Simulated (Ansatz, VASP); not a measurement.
# Two plane-wave programs on O

```
CELL_PARAMETERS angstrom
7.21765 0.00000 0.00000
0.00000 7.21765 0.00000
0.00000 0.00000 7.21765
ATOMIC_POSITIONS crystal
O 0.08608 0.62250 0.12306
O 0.23192 0.54437 0.10667
O 0.30844 0.74630 0.73247
O 0.15796 0.79525 0.67939
O 0.33494 0.16332 0.67098
O 0.45906 0.27120 0.69947
O 0.84710 0.34203 0.91303
O 0.86975 0.32779 0.74867
O 0.74978 0.06553 0.39134
O 0.59627 0.09890 0.33518
O 0.64196 0.73284 0.99416
O 0.69446 0.71333 0.83721
O 0.27420 0.99618 0.07385
O 0.15734 0.11449 0.06339
O 0.57533 0.67361 0.39604
O 0.64684 0.52480 0.41590
```

Alike in both runs: functional LDA; k mesh 1 × 1 × 1; occupations fermi-dirac, width 0.02 eV; collinear spin.

Ansatz relaxed the structure, and its values are those at the end. VASP's run is a single point on that final structure, the one shown.

```csv
,VASP,Ansatz
version,VASP 6.6.1,Ansatz 0.2.0
potentials or method,"VASP PAW LDA potentials, release 64 (O), cutoff 520 eV","scalar-relativistic, plane waves, PAW"
valence electrons in the cell,96,96
```

Ansatz gave:

```
rms of the force components (eV/Å)                            : 0.118
net moment per atom (μB)                                      : 1.00
size of the moment on the site where the two differ most (μB) : 0.55
```

Q: Which values does VASP return?

A: rms of the force components (eV/Å): 0.916; net moment per atom (μB): 1.00; size of the moment on the site where the two differ most (μB): 0.80.

LDA's correlation is that of Perdew and Zunger in VASP and of Perdew and Wang (1992) in Ansatz. Site moments also hang on the region over which each program counts them. One of these differences is far larger than is usual between the two programs; its cause wasn't traced.

Noted on VASP's run: the standard files for N, O and F lose accuracy on very short bonds.
